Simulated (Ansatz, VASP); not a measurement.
## TiSi4Ni3 in VASP and in Ansatz

```
Ti Si Ni
1.0
     3.72698    0.00000    0.00000
     0.00000    5.80962    0.00000
     0.00000    0.00000    4.75393
Ti Si Ni
1 4 3
Direct
  0.50000 0.00000 0.52779
  0.00000 0.70655 0.63912
  0.00000 0.29345 0.63912
  0.50000 0.23864 0.04834
  0.50000 0.76136 0.04834
  0.00000 0.50000 0.07170
  0.50000 0.50000 0.43020
  0.00000 0.00000 0.00138
```

Alike in both runs: functional PBE; k mesh 10 × 8 × 8; occupations gaussian, width 0.1 eV; no spin polarisation.

Ansatz relaxed the structure, and its values are those at the end. VASP's run is a single point on that final structure, the one shown.

|  | VASP | Ansatz |
| --- | --- | --- |
| version | VASP 6.6.1 | Ansatz 0.2.0 |
| potentials or method | VASP PAW PBE potentials, release 64 (Ti_sv, Si, Ni), cutoff 520 eV | scalar-relativistic, plane waves, PAW |
| valence electrons in the cell | 58 | 82 |

|  | VASP | Ansatz | Ansatz less VASP |
| --- | --- | --- | --- |
| gap on the k mesh at the Fermi level (eV) | none | none | - |
| pressure (GPa) | 0.1 | 0.0 | -0.07 |
| rms of the force components (eV/Å) | 0.004 | 0.002 | -0.0022 |

A gap of «none» marks a metal or a gap that the smearing closes. The functional is the same, so the differences come from potentials, cutoffs and numerics. VASP's potentials hold 58 valence electrons a cell and Ansatz's 82, so a difference there can come from the potentials and not from the codes.
